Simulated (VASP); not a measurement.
The system is AgCl.

```
CELL_PARAMETERS angstrom
0.00000 2.94805 3.08083
2.94805 0.00000 3.08083
2.94805 2.94805 0.00000
ATOMIC_POSITIONS crystal
Ag 0.00000 0.00000 0.00000
Cl 0.25000 0.25000 0.25000
```

This cell differs from its parent crystal: epitaxial xy strain -1.5%.

Base run:

| Property | Result |
| --- | --- |
| Program | VASP 6.6.1 |
| Functional | PBE |
| Potentials or basis | VASP PAW PBE potentials, release 64 (Ag, Cl) |
| Cutoff | 520 eV |
| k mesh | 8 × 8 × 8 |
| Occupations | fermi-dirac, width 0.02 eV |
| Spin | no spin polarisation |

Its results: band gap on the k mesh 1.23 eV, direct; pressure 1.1 GPa.

The run is repeated on the same cell with these changes: functional from PBE to r2SCAN; occupations from fermi-dirac, width 0.02 eV to gaussian, width 0.01 eV. What comes out?

Band gap on the k mesh 1.58 eV, direct; pressure 0.0 GPa.

Caveats: the PAW data sets were made with another functional, which shifts forces and pressure a little (some runs).

A k mesh can miss the band edges.
